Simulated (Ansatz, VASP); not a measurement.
**One calculation of InSb, two programs**

The input INCAR:

```
SYSTEM = InSb
PREC     = Accurate       ! precision mode
ENCUT    = 520            ! plane-wave cutoff, eV
EDIFF    = 1E-6           ! SCF threshold, eV
ISMEAR   = 0              ! smearing method
SIGMA    = 0.05           ! smearing width, eV
LREAL    = .FALSE.        ! projectors in reciprocal space
LASPH    = .TRUE.         ! aspherical terms in the spheres
NELM     = 60             ! most SCF steps
ALGO     = Normal         ! electronic algorithm
ISIF     = 2              ! what is computed and relaxed
LWAVE    = .FALSE.        ! write WAVECAR
LCHARG   = .FALSE.        ! write CHGCAR
GGA      = RE             ! functional
NBANDS   = 16             ! bands
```

KPOINTS

```
regular mesh
0
G
  6 6 6
  0 0 0
```

File POSCAR:

```
InSb
1.0
    0.0000000000      3.3704691307      3.3704691307
    3.3704691307      0.0000000000      3.3704691307
    3.3704691307      3.3704691307      0.0000000000
In Sb
1 1
Direct
    0.0000000000      0.0000000000      0.0000000000
    0.7500000000      0.7500000000      0.7500000000
```

Input for Ansatz:

```yaml
crystal:
  lattice:
    - [0.0, 3.3704691307, 3.3704691307]
    - [3.3704691307, 0.0, 3.3704691307]
    - [3.3704691307, 3.3704691307, 0.0]
  atoms:
    - { symbol: In, position: [0.0, 0.0, 0.0] }
    - { symbol: Sb, position: [0.75, 0.75, 0.75] }
basis:
  ecutwfc: 420
  ecutrho_ratio: 4
kpoints:
  mp_grid: { grid: [6, 6, 6] }
hamiltonian:
  xc: revpbe
scf:
  occupations: { method: gaussian, width: 0.05 }
output:
  forces: true
  stress: true
  eigenvalues: true
```

Alike in both runs: task single point; functional revPBE; k mesh 6 × 6 × 6; occupations gaussian, width 0.05 eV; no spin polarisation.

|  | VASP | Ansatz |
| --- | --- | --- |
| version | VASP 6.6.1 | Ansatz 0.2.0 |
| potentials or method | VASP PAW PBE potentials, release 64 (In_d, Sb), cutoff 520 eV | scalar-relativistic, plane waves, PAW |
| valence electrons in the cell | 18 | 28 |

|  | VASP | Ansatz | Ansatz less VASP |
| --- | --- | --- | --- |
| gap on the k mesh at the Fermi level (eV) | none | none | - |
| pressure (GPa) | -0.6 | -0.6 | +0.02 |

VASP's potentials were made for PBE, not for revPBE. A gap of «none» marks a metal or a gap that the smearing closes. With one functional, cell and mesh, what is left measures potentials, basis and numerics. VASP's potentials hold 18 valence electrons a cell and Ansatz's 28, so a difference there can come from the potentials and not from the codes.

Neither program's run includes spin-orbit coupling.
